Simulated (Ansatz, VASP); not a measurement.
BAs: VASP beside Ansatz

```
B As
1.0
     0.00000    2.36594    2.36594
     2.36594    0.00000    2.36594
     2.36594    2.36594    0.00000
B As
1 1
Direct
  0.00000 0.00000 0.00000
  0.25000 0.25000 0.25000
```

Alike in both runs: functional LDA; k mesh 8 × 8 × 8; no spin polarisation.

Ansatz relaxed the structure, and its values are those at the end. VASP's run is a single point on that final structure, the one shown.

```csv
,VASP,Ansatz
version,VASP 6.6.1,Ansatz 0.2.0
potentials or method,"VASP PAW LDA potentials, release 64 (B, As)","plane waves, PAW"
plane-wave cutoff (eV),520,420
occupations,"gaussian, width 0.01 eV",fixed
valence electrons in the cell,8,18
```

Ansatz gave:

| Quantity | Value |
| --- | --- |
| pressure (GPa) | 0.0 |

**Question.** What did VASP give for the same quantities?

**Answer.** Pressure (GPa): 1.0.

LDA's correlation is that of Perdew and Zunger in VASP and of Perdew and Wang (1992) in Ansatz. VASP's potentials hold 8 valence electrons a cell and Ansatz's 18, so a difference there can come from the potentials and not from the codes.
